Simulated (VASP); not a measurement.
# GeW (rocksalt type) (Fm-3m) in VASP: notebook

Runs on GeW (rocksalt type). Level: r2SCAN. Tasks: single point.

Program: VASP 6.6.1. These are calculated values, not measurements. Logs are shortened: lines on timing, memory, paths and dates and some standing lists are left out, and cuts for length are marked.

## Step 1: The cell of the first run

It takes space group Fm-3m (No. 225, cubic). Conventional cell: a = 4.675 Å, b = 4.675 Å, c = 4.675 Å, α = 90.00°, β = 90.00°, γ = 90.00°. W (site symmetry m-3m) has 6 Ge at 2.34 Å within 3.1 Å. Within 3.1 Å of Ge (site symmetry m-3m) lie 6 W at 2.34 Å.

## Step 2: Single point, r2SCAN

Input file POSCAR:

```
GeW
1.0
    0.0000000000      2.3375057368      2.3375057368
    2.3375057368      0.0000000000      2.3375057368
    2.3375057368      2.3375057368      0.0000000000
W Ge
1 1
Direct
    0.0000000000      0.0000000000      0.0000000000
    0.5000000000      0.5000000000      0.5000000000
```

Input file INCAR.step1:

```
ALGO = Normal
EDIFF = 1E-4
ENCUT = 520
GGA = PE
ISMEAR = -1
LASPH = T
LCHARG = F
LREAL = F
LWAVE = T
NBANDS = 21
NELM = 80
PREC = Accurate
SIGMA = 0.1
```

Input file INCAR.step2:

```
ALGO = Normal
EDIFF = 1E-7
ENCUT = 520
ISIF = 2
ISMEAR = -1
ISTART = 1
LASPH = T
LCHARG = F
LMIXTAU = T
LREAL = F
LWAVE = F
METAGGA = R2SCAN
NBANDS = 21
NELM = 80
PREC = Accurate
SIGMA = 0.1
```

Input file KPOINTS:

```
k-points
0
Gamma
  13 13 13
```

Potentials or basis: VASP PAW PBE potentials, release 64 (W_sv, Ge_d).

Launch:

```bash
> cat potpaw_PBE.64/W_sv/POTCAR potpaw_PBE.64/Ge_d/POTCAR > POTCAR
> cp INCAR.step1 INCAR
> mpirun -np 1 vasp_std > vasp.out
> cp INCAR.step2 INCAR
> mpirun -np 1 vasp_std > vasp.out
```

OUTCAR:

```text
EDIFF = 1E-7
   ENCUT = 520
   ISIF = 2
   ISMEAR = -1
   ISTART = 1
   LASPH = T
   LREAL = F
   METAGGA = R2SCAN
   NELM = 80
   PREC = Accurate

 ion  position               nearest neighbor table
   1  0.000  0.000  0.000-   2 2.34   2 2.34   2 2.34   2 2.34   2 2.34   2 2.34
   2  0.500  0.500  0.500-   1 2.34   1 2.34   1 2.34   1 2.34   1 2.34   1 2.34

  LATTYP: Found a face centered cubic cell.
 ALAT       =     4.6750114736

  Lattice vectors:

 A1 = (   0.0000000000,   2.3375057368,   2.3375057368)
 A2 = (   2.3375057368,   0.0000000000,   2.3375057368)
 A3 = (   2.3375057368,   2.3375057368,   0.0000000000)

Analysis of symmetry for initial positions (statically):
=====================================================================
 Subroutine PRICEL returns:
 Original cell was already a primitive cell.

 Routine SETGRP: Setting up the symmetry group for a
 face centered cubic supercell.

 Subroutine GETGRP returns: Found 48 space group operations
 (whereof 48 operations were pure point group operations)
 out of a pool of 48 trial point group operations.

The static configuration has the point symmetry O_h .

Analysis of symmetry for dynamics (positions and initial velocities):
=====================================================================
 Subroutine PRICEL returns:
 Original cell was already a primitive cell.

 Routine SETGRP: Setting up the symmetry group for a
 face centered cubic supercell.

 Subroutine GETGRP returns: Found 48 space group operations
 (whereof 48 operations were pure point group operations)
 out of a pool of 48 trial point group operations.

The dynamic configuration has the point symmetry O_h .

 Subroutine INISYM returns: Found 48 space group operations
 (whereof 48 operations are pure point group operations),
 and found     1 'primitive' translations

----------------------------------------------------------------------------------------

                                     Primitive cell

  volume of cell :      25.5439

  direct lattice vectors                    reciprocal lattice vectors
     0.000000000  2.337505737  2.337505737    -0.213903218  0.213903218  0.213903218
     2.337505737  0.000000000  2.337505737     0.213903218 -0.213903218  0.213903218
     2.337505737  2.337505737  0.000000000     0.213903218  0.213903218 -0.213903218

  length of vectors
     3.305732315  3.305732315  3.305732315     0.370491242  0.370491242  0.370491242

  position of ions in fractional coordinates (direct lattice)
     0.000000000  0.000000000  0.000000000
     0.500000000  0.500000000  0.500000000

  ion indices of the primitive-cell ions
   primitive index   ion index
                 1           1
                 2           2

----------------------------------------------------------------------------------------

 KPOINTS: k-points

Automatic generation of k-mesh.
 Grid dimensions read from file:
 generate k-points for:   13   13   13

 Generating k-lattice:

  Cartesian coordinates                     Fractional coordinates (reciprocal lattice)
    -0.016454094  0.016454094  0.016454094     0.076923077  0.000000000  0.000000000
     0.016454094 -0.016454094  0.016454094     0.000000000  0.076923077  0.000000000
     0.016454094  0.016454094 -0.016454094     0.000000000  0.000000000  0.076923077

  Length of vectors
     0.028499326  0.028499326  0.028499326

  Shift w.r.t. Gamma in fractional coordinates (k-lattice)
     0.000000000  0.000000000  0.000000000

 Subroutine IBZKPT returns following result:
 ===========================================

 Found     84 irreducible k-points:

 Following reciprocal coordinates:
            Coordinates               Weight
  0.000000  0.000000  0.000000      1.000000
  0.076923  0.000000  0.000000      8.000000
  0.153846  0.000000  0.000000      8.000000
  0.230769  0.000000  0.000000      8.000000
  0.307692  0.000000  0.000000      8.000000
  0.384615  0.000000  0.000000      8.000000
[... 16 lines left out ...]
  0.384615  0.153846  0.000000     24.000000
  0.461538  0.153846  0.000000     24.000000
 [... further k-points ...]
   k-points           NKPTS =     84   k-points in BZ     NKDIM =     84   number of bands    NBANDS=     21
   number of dos      NEDOS =    301   number of ions     NIONS =      2
   total plane-waves  NPLWV =  21952
   dimension x,y,z NGX =    28 NGY =   28 NGZ =   28
   dimension x,y,z NGXF=    56 NGYF=   56 NGZF=   56
   ions per type =               1   1
   NGX,Y,Z   is equivalent  to a cutoff of  14.08, 14.08, 14.08 a.u.
   NGXF,Y,Z  is equivalent  to a cutoff of  28.16, 28.16, 28.16 a.u.
 SYSTEM =  unknown system
   PREC   = accura    normal or accurate (medium, high low for compatibility)
   ISTART =      1    job   : 0-new  1-cont  2-samecut
   ICHARG =      0    charge: 1-file 2-atom 10-const
   ISPIN  =      1    spin polarized calculation?
   LNONCOLLINEAR =      F non collinear calculations
   LSORBIT =      F    spin-orbit coupling
   LASPH  =      T    aspherical Exc in radial PAW
   ENCUT  =  520.0 eV  38.22 Ry    6.18 a.u.   6.15  6.15  6.15*2*pi/ulx,y,z
   NELM   =     80;   NELMIN=  2; NELMDL=  0     # of ELM steps
   EDIFF  = 0.1E-06   stopping-criterion for ELM
   LREAL  =      F    real-space projection
   EDIFFG = 0.1E-05   stopping-criterion for IOM
   NSW    =      0    number of steps for IOM
   IBRION =     -1    ionic relax: 0-MD 1-quasi-New 2-CG
   NFREE  =      0    steps in history (QN), initial steepest desc. (CG)
   ISIF   =      2    stress and relaxation
   ISYM   =      2    0-nonsym 1-usesym 2-fastsym
   POTIM  = 0.5000    time-step for ionic-motion
   TEBEG  =    0.0;   TEEND  =   0.0 temperature during run
   PSTRESS=    0.0 pullay stress
   NELECT =      28.0000    total number of electrons
   NUPDOWN=      -1.0000    fix difference up-down
   EMIN   =  10.00;   EMAX   =-10.00  energy-range for DOS
   EFERMI =   0.00;   METHOD = LEGACY
   ISMEAR =    -1;   SIGMA  =   0.10  broadening in eV -4-tet -1-fermi 0-gaus
   EFERMI_NEDOS =   21; number of points for ismear=-14 and -15
   IALGO  =     38    algorithm
   IMIX   =      4    mixing-type and parameters
     AMIX     =   0.40;   BMIX     =  1.00
     AMIX_MAG =   1.60;   BMIX_MAG =  1.00
  volume/ion in A,a.u.               =      12.77        86.19
  Fermi-wavevector in a.u.,A,eV,Ry     =   1.687970  3.189802 38.766319  2.849244
  Thomas-Fermi vector in A             =   2.770361
   LORBIT       =      0    0 simple, 1 ext, 2 COOP (PROOUT), +10 PAW based schemes
   METAGGA = R2SCAN    functional components
   LHFCALC =     F    Hartree Fock is set to
   AEXX    =    0.0000 exact exchange contribution
   IVDW    =     0    specifies the selected vdW correction
   LEPSILON=     F    determine dielectric tensor
   LRPA    =     F    only Hartree local field effects (RPA)
 non-spin polarized calculation
  energy-cutoff  :      520.00
  volume of cell :       25.54
 maximum number of plane-waves:       701
 NGX is ok and might be reduce to    28

 number of electron      27.9999996 magnetization

 Free energy of the ion-electron system (eV)
  ---------------------------------------------------
  ext. energy  EPLUGINS =         0.00000000
  ---------------------------------------------------
  free energy    TOTEN  =       -61.54535302 eV

  energy without entropy =      -61.50460018  energy(sigma->0) =      -61.52497660

 E-fermi :  13.3607     XC(G=0): -15.4710

 val. band max:       13.3508879055   @ k =  -0.3846   0.3077   0.1538
 cond. band min:      13.3655466304   @ k =  -0.3846   0.3846   0.1538
 fundamental gap:      0.0146587249
 Fermi energy:        13.3606612940

 k-point     1 :       0.0000    0.0000    0.0000
  band No.  band energies     occupation
      1     -62.9162      2.00000
      2     -26.6261      2.00000
      3     -26.6261      2.00000
      4     -26.6261      2.00000
      5     -12.6774      2.00000
      6     -12.6774      2.00000
[... 13 lines left out ...]
     20      26.1146      0.00000
     21      32.9796      0.00000

 k-point     2 :       0.0769    0.0000    0.0000
  band No.  band energies     occupation
      1     -62.9150      2.00000
      2     -26.6498      2.00000
      3     -26.6307      2.00000
      4     -26.6307      2.00000
      5     -12.6681      2.00000
      6     -12.6681      2.00000
[... 13 lines left out ...]
     20      26.6173      0.00000
     21      31.0289      0.00000

 k-point     3 :       0.1538    0.0000    0.0000
  band No.  band energies     occupation
      1     -62.9118      2.00000
      2     -26.7149      2.00000
      3     -26.6434      2.00000
      4     -26.6434      2.00000
      5     -12.6421      2.00000
      6     -12.6421      2.00000
[... 13 lines left out ...]
     20      27.1158      0.00000
     21      29.6613      0.00000

 k-point     4 :       0.2308    0.0000    0.0000
  band No.  band energies     occupation
      1     -62.9072      2.00000
      2     -26.8053      2.00000
      3     -26.6612      2.00000
      4     -26.6612      2.00000
      5     -12.6054      2.00000
      6     -12.6054      2.00000
[... 13 lines left out ...]
     20      26.5342      0.00000
     21      27.8695      0.00000

 k-point     5 :       0.3077    0.0000    0.0000
  band No.  band energies     occupation
      1     -62.9024      2.00000
      2     -26.8997      2.00000
      3     -26.6800      2.00000
      4     -26.6800      2.00000
      5     -12.5663      2.00000
      6     -12.5663      2.00000
[... 13 lines left out ...]
     20      25.9895      0.00000
     21      25.9896      0.00000
[... 382 lines left out ...]
     20      26.1192      0.00000
     21      28.0596      0.00000

 k-point    22 :       0.3077    0.1538    0.0000
  band No.  band energies     occupation
      1     -62.9028      2.00000
      2     -26.8518      2.00000
      3     -26.6940      2.00000
      4     -26.6910      2.00000
      5     -12.6288      2.00000
      6     -12.5612      2.00000
[... 13 lines left out ...]
     20      25.3878      0.00000
     21      27.0208      0.00000

 k-point    23 :       0.3846    0.1538    0.0000
  band No.  band energies     occupation
      1     -62.8987      2.00000
      2     -26.9211      2.00000
      3     -26.7178      2.00000
      4     -26.7066      2.00000
      5     -12.5927      2.00000
      6     -12.5452      2.00000
[... 13 lines left out ...]
     20      24.8529      0.00000
     21      26.4797      0.00000

 k-point    24 :       0.4615    0.1538    0.0000
  band No.  band energies     occupation
      1     -62.8956      2.00000
      2     -26.9716      2.00000
      3     -26.7388      2.00000
      4     -26.7163      2.00000
      5     -12.5562      2.00000
      6     -12.5385      2.00000
[... 13 lines left out ...]
     20      26.7194      0.00000
     21      26.7271      0.00000

 [... further k-points ...]
[... 5 lines left out ...]
  --------------------------------------------------------------------------------------
  -------------------------------------------------------------------------------------
  Total       14.8204916     14.8204916     14.8204916      0.0000000      0.0000000     -0.0000000
  in kB      929.5765116    929.5765116    929.5765116      0.0000000      0.0000000     -0.0000000
  external PRESSURE =     929.5765116 kB  Pullay stress =       0.0000000 kB

 VOLUME and BASIS-vectors are now :
 -----------------------------------------------------------------------------
  energy-cutoff  :      520.00
  volume of cell :       25.54
      direct lattice vectors                 reciprocal lattice vectors
     0.000000000  2.337505737  2.337505737    -0.213903218  0.213903218  0.213903218
     2.337505737  0.000000000  2.337505737     0.213903218 -0.213903218  0.213903218
     2.337505737  2.337505737  0.000000000     0.213903218  0.213903218 -0.213903218

 POSITION                                       TOTAL-FORCE (eV/Angst)
 -----------------------------------------------------------------------------------
      0.00000      0.00000      0.00000        -0.000000     -0.000000     -0.000000
      2.33751      2.33751      2.33751         0.000000      0.000000      0.000000
 -----------------------------------------------------------------------------------
    total drift:                                0.000000      0.000000      0.000000

  FREE ENERGIE OF THE ION-ELECTRON SYSTEM (eV)
  ---------------------------------------------------
  free  energy   TOTEN  =       -61.5453530208 eV

  energy  without entropy=      -61.5046001765  energy(sigma->0) =      -61.52497660
```

It took 4.7 min on 1 thread of AMD EPYC 7R43 (Zen 3), shared host; peak memory 0.16 GiB.

What came out:

| Property | Result |
| --- | --- |
| Free energy | -61.5454 eV |
| Pressure | 93.0 GPa |
| Band gap on the k mesh | zero (band 14 reaches 14.29 eV, above the bottom of band 15 at 11.44 eV) |

Levels at points of the mesh, in eV from the Fermi level:
```
           k point  band 12  band 13  band 14  band 15  band 16  band 17
(0.00, 0.00, 0.00)    -2.80    -2.80    -1.45    -1.45     3.12     3.12
```

Caveat: the PAW data sets were made with another functional, which shifts forces and pressure a little; spin-orbit coupling is left out, which moves the levels of the heavy elements.

## Step 3: Single point, r2SCAN

POSCAR is that of step 2.

Input file INCAR.step1:

```
SYSTEM = GeW
ALGO     = Normal         ! electronic algorithm
EDIFF    = 1E-4           ! SCF threshold, eV
ENCUT    = 520            ! plane-wave cutoff, eV
GGA      = PE             ! functional
ISMEAR   = -1             ! smearing method
LASPH    = .TRUE.         ! aspherical terms in the spheres
LCHARG   = .FALSE.        ! write CHGCAR
LREAL    = .FALSE.        ! projectors in reciprocal space
LWAVE    = .TRUE.         ! write WAVECAR
NBANDS   = 21             ! bands
NELM     = 100            ! most SCF steps
PREC     = Accurate       ! precision mode
SIGMA    = 0.05           ! smearing width, eV
```

Input file INCAR.step2:

```
SYSTEM = GeW
ALGO     = Normal         ! electronic algorithm
EDIFF    = 1E-6           ! SCF threshold, eV
ENCUT    = 520            ! plane-wave cutoff, eV
ISIF     = 2              ! what is computed and relaxed
ISMEAR   = -1             ! smearing method
ISTART   = 1            
LASPH    = .TRUE.         ! aspherical terms in the spheres
LCHARG   = .FALSE.        ! write CHGCAR
LMIXTAU  = .TRUE.       
LREAL    = .FALSE.        ! projectors in reciprocal space
LWAVE    = .FALSE.        ! write WAVECAR
METAGGA  = R2SCAN         ! meta-GGA
NBANDS   = 21             ! bands
NELM     = 100            ! most SCF steps
PREC     = Accurate       ! precision mode
SIGMA    = 0.05           ! smearing width, eV
```

Input file KPOINTS:

```
k-points
0
G
  13 13 13
  0 0 0
```

Potentials or basis: VASP PAW PBE potentials, release 64 (W_sv, Ge_d).

Launch:

```bash
> cat potpaw_PBE.64/W_sv/POTCAR potpaw_PBE.64/Ge_d/POTCAR > POTCAR
> cp INCAR.step1 INCAR
> mpirun -np 1 vasp_std > vasp.out
> cp INCAR.step2 INCAR
> mpirun -np 1 vasp_std > vasp.out
```

It took 4 min on 1 thread of AMD EPYC 7R43 (Zen 3), shared host; peak memory 0.16 GiB.

The run converged. Its results:

```yaml
Free_energy: -61.5290 eV
Pressure: 92.8 GPa
Band_gap_on_the_k_mesh: zero (band 14 reaches 14.29 eV, above the bottom of band 15 at 11.43 eV)
```

Levels at points of the mesh, in eV from the Fermi level:
```tsv
k point	band 10	band 11	band 12	band 13	band 14	band 15	band 16	band 17	band 18	band 19
(0.00, 0.00, 0.00)	-15.59	-2.84	-2.84	-2.84	-1.49	-1.49	3.09	3.09	3.09	8.24
```

Caveat: the PAW data sets were made with another functional, which shifts forces and pressure a little; spin-orbit coupling is left out, which moves the levels of the heavy elements.
